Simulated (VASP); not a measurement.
A run of VASP 6.6.1 is set up as follows.

The input INCAR:

```
SYSTEM = Al
PREC = Accurate ; ENCUT = 500
EDIFF = 1E-6 ; ISMEAR = 0
SIGMA = 0.1 ; LREAL = .False.
LASPH = .True. ; NELM = 120
ALGO = Normal ; ISIF = 2
LWAVE = .False. ; LCHARG = .False.
GGA = PE ; NBANDS = 10
GGA_COMPAT = .False.
```

The input KPOINTS:

```
regular mesh
0
Gamma
  9 9 6
  0 0 0
```

Contents of POSCAR:

```
Al
1.0
    2.8124553515      0.0000000000      0.0000000000
   -1.4062276757      2.4356577814      0.0000000000
    0.0000000000      0.0000000000      4.8668500000
Al
2
Direct
    1.1716666667      0.6963333333      1.3410000000
    0.8383333333      1.0296666667      0.8410000000
```

Potentials or basis: VASP PAW PBE potentials, release 64 (Al).

Launch:

```sh
$ cat potpaw_PBE.64/Al/POTCAR > POTCAR
$ mpirun -np 1 vasp_std > vasp.out
```

(1) What does it give for the band gap on the k mesh?

(2) Estimate the pressure.

## Answers

(1) zero (band 3 reaches 11.21 eV, above the bottom of band 4 at 5.03 eV).

(2) 0.1 GPa.
